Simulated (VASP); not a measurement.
**Ni: single point with PBE**

Ni, a slab with vacuum:

```
CELL_PARAMETERS angstrom
2.48804 0.00000 0.00000
-1.24402 2.15470 0.00000
0.00000 0.00000 16.00000
ATOMIC_POSITIONS crystal
Ni 0.00000 0.00000 0.50000
```

```yaml
Program: VASP 6.6.1
Task: single point
Functional: PBE
Potentials_or_basis: VASP PAW PBE potentials, release 64 (Ni)
Cutoff: 520 eV
k_mesh: 19 × 19 × 1
Occupations: fermi-dirac, width 0.05 eV
Spin: collinear spin, ferromagnetic start
Starting_moments: "[1.0] μB"
Dipole_correction: yes
Further_INCAR_settings: ALGO = Normal; EDIFF = 1e-06; NBANDS = 15
```

The net moment is 0.91 μB per cell. The site moments are Ni +0.94 μB and the valence electrons inside the program's atomic spheres are Ni 9.01.

Levels at points of the mesh, in eV from the Fermi level:
Spin up:
| k point | band 2 | band 3 | band 4 | band 5 | band 6 | band 7 | band 8 | band 9 |
| --- | --- | --- | --- | --- | --- | --- | --- | --- |
| (0.00, 0.00, 0.00) | -1.99 | -1.99 | -1.68 | -0.94 | -0.94 | 1.07 | 4.96 | 5.75 |
Spin down:
```csv
k point,band 3,band 4,band 5,band 6,band 7,band 8
"(0.00, 0.00, 0.00)",-1.09,-1.09,0.38,0.38,1.01,4.93
```

It took 2.7 min on 1 thread of AMD EPYC 7R43 64-Core Processor (Zen 3), with other jobs on the host, peak memory 0.24 GiB.
